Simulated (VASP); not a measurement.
## Si3N4: single point with RPBE

The system is Si3N4.

```
CELL_PARAMETERS angstrom
4.15421 0.00000 0.00000
0.00000 4.15421 0.00000
0.00000 0.00000 4.15421
ATOMIC_POSITIONS crystal
Si 0.00000 0.00000 0.50000
Si 0.50000 0.00000 0.00000
Si 0.00000 0.50000 0.00000
N 0.23934 0.23934 0.76066
N 0.76066 0.76066 0.76066
N 0.23934 0.76066 0.23934
N 0.76066 0.23934 0.23934
```

```yaml
Program: VASP 6.6.1
Task: single point
Functional: RPBE
Potentials_or_basis: VASP PAW PBE potentials, release 64 (Si, N)
Cutoff: 520 eV
k_mesh: 7 × 7 × 7
Occupations: fermi-dirac, width 0.05 eV
Spin: no spin polarisation
```

| Item | Value |
| --- | --- |
| Pressure | -0.7 GPa |
| Largest force | 0.036 eV/Å |
| Band gap on the k mesh | 2.77 eV, indirect (least direct gap 2.95 eV) |

Forces in eV/Å, atoms in the order of the input:
```
Si   0.000  0.000  0.000
Si   0.000  0.000  0.000
Si   0.000  0.000  0.000
N   -0.021 -0.021  0.021
N    0.021  0.021  0.021
N   -0.021  0.021 -0.021
N    0.021 -0.021 -0.021
```

Levels at points of the mesh, in eV from the valence-band top:
```
           k point  band 14  band 15  band 16  band 17  band 18  band 19
(0.00, 0.00, 0.00)    -0.18    -0.18    -0.18     2.77     2.77     2.77
```

It took 12 s on 1 thread of Intel(R) Xeon(R) 6975P-C (Granite Rapids), on a shared host, peak memory 0.17 GiB.

Caveat: the PAW data sets were made with another functional, which shifts forces and pressure a little. A k mesh can miss the band edges.
